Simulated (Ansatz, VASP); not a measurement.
**Al: VASP beside Ansatz**

Contents of POSCAR:

```
Al
1.0
    2.7744445386      0.0000000000      0.0000000000
   -1.3872222692      2.4027394518      0.0000000000
    0.0000000000      0.0000000000      4.8010736936
Al
2
Direct
    0.3333333333      0.6666666667      0.2500000000
    0.6666666667      0.3333333333      0.7500000000
```

INCAR.step1

```
SYSTEM = Al
  ALGO = Normal
  EDIFF = 1E-5
  ENCUT = 520
  GGA = PE
  ISIF = 2
  ISMEAR = -1
  LASPH = .True.
  LCHARG = .False.
  LREAL = .False.
  LWAVE = .True.
  NBANDS = 10
  NELM = 100
  PREC = Accurate
  SIGMA = 0.05
```

Contents of INCAR.step2:

```
SYSTEM = Al
  AEXX = 0.25
  ALGO = Normal
  EDIFF = 1E-6
  ENCUT = 520
  GGA = PE
  ISIF = 2
  ISMEAR = -1
  ISTART = 1
  LASPH = .True.
  LCHARG = .False.
  LHFCALC = .True.
  LREAL = .False.
  LWAVE = .False.
  NBANDS = 10
  NELM = 100
  PREC = Accurate
  PRECFOCK = Normal
  SIGMA = 0.05
```

KPOINTS

```
k-points
0
Gamma
  6 6 4
  0 0 0
```

The input input.yaml:

```yaml
crystal:
  lattice:
    - [2.7744445386, 0.0, 0.0]
    - [-1.3872222692, 2.4027394518, 0.0]
    - [0.0, 0.0, 4.8010736936]
  atoms:
    - { symbol: Al, position: [0.3333333333, 0.6666666667, 0.25] }
    - { symbol: Al, position: [0.6666666667, 0.3333333333, 0.75] }
hamiltonian:
  xc: pbe0
  pseudopotentials: { kind: paw }
kpoints:
  mp_grid: { grid: [6, 6, 4] }
scf:
  occupations: { method: fermi_dirac, width: 0.05 }
output:
  forces: true
  stress: true
  eigenvalues: true
  write_density: true
  write_potential: true
  elf: true
  volumetric_format: npy
```

Alike in both runs: task single point; functional PBE0; k mesh 6 × 6 × 4; occupations fermi-dirac, width 0.05 eV; no spin polarisation.

```csv
,VASP,Ansatz
version,VASP 6.6.1,Ansatz 0.2.0
potentials or method,"VASP PAW PBE potentials, release 64 (Al)",Ansatz PAW
plane-wave cutoff (eV),520,420
valence electrons in the cell,6,6
```

VASP gave:

- gap on the k mesh at the Fermi level (eV): none
- pressure (GPa): 3.5
- traceless stress, the component that is largest in VASP (GPa): -3.02

Problem. What did Ansatz give for the same quantities?

Solution. gap on the k mesh at the Fermi level (eV): none; pressure (GPa): 2.8; traceless stress, the component that is largest in VASP (GPa): -2.08.

A gap of «none» marks a metal or a gap that the smearing closes.

The k mesh is coarse, so the values compare programs but aren't converged.
